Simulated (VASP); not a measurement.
Set up this calculation in VASP 6.6.1, as the native input.

| Item | Value |
| --- | --- |
| Task | single point |
| Functional | PBE |
| Potentials or basis | VASP PAW PBE potentials, release 64 (Ba_sv, Ti_sv, O) |
| Cutoff | 520 eV |
| k mesh | 5 × 5 × 6 |
| Occupations | fermi-dirac, width 0.1 eV |
| Spin | no spin polarisation |
| Hubbard terms | Ti d U = 4.14 eV |
| Dipole correction | no |
| Further INCAR settings | ALGO = Normal; EDIFF = 1e-07; NBANDS = 51 |

The structure of BaTiO3 lies in POSCAR:

```
BaTiO3
1.0
    4.0152432600      2.8592269000     -2.8680453000
    4.0152432600     -2.8592269000      2.8680453000
    0.0000000000     -2.8592269000     -2.8680453000
Ba Ti O
2 2 6
Direct
    0.0000000000      0.0000000000      0.0000000000
    0.5000000000      0.5000000000      0.0000000000
    0.9960500000      0.5039500000      0.4921000000
    0.4960500000      0.0039500000      0.4921000000
    0.7539500000      0.2460500000      0.5079000000
    0.2539500000      0.7460500000      0.5079000000
    0.7531450000      0.7468550000      0.4974900000
    0.2531450000      0.2468550000      0.4974900000
    0.9987450000      0.5012550000      0.0062900000
    0.4987450000      0.0012550000      0.0062900000
```

These files were run (other wordings do the same):

INCAR

```
SYSTEM = BaTiO3
PREC = Accurate
ENCUT = 520
EDIFF = 1E-7
ISMEAR = -1
SIGMA = 0.1
LREAL = .False.
LASPH = .True.
NELM = 150
ALGO = Normal
ISIF = 2
LWAVE = .False.
LCHARG = .True.
LMAXMIX = 4
LDAU = .True.
LDAUTYPE = 2
LDAUL = -1 2 -1
LDAUU = 0 4.14 0
LDAUJ = 0 0 0
LDAUPRINT = 1
GGA = PE
LELF = .True.
LVHAR = .True.
NBANDS = 51
```

KPOINTS

```
regular mesh
0
Gamma
  5 5 6
  0 0 0
```

Potentials or basis: VASP PAW PBE potentials, release 64 (Ba_sv, Ti_sv, O).

The run is started by

```sh
$ cat potpaw_PBE.64/Ba_sv/POTCAR potpaw_PBE.64/Ti_sv/POTCAR potpaw_PBE.64/O/POTCAR > POTCAR
$ mpirun -np 1 vasp_std > vasp.out
```

Results of the run:

The pressure is 2.8 GPa. The largest force is 0.166 eV/Å. The band gap on the k mesh is 2.22 eV.

Caveat: spin-orbit coupling is left out, which moves the levels of the heavy elements; an odd mesh through Γ misses points on the zone boundary, where band edges can lie.

Run time: 6.7 min on 1 thread of Intel(R) Xeon(R) Platinum 8259CL CPU @ 2.50GHz (Skylake/Cascade Lake), with other jobs on the host, peak memory 0.4 GiB.
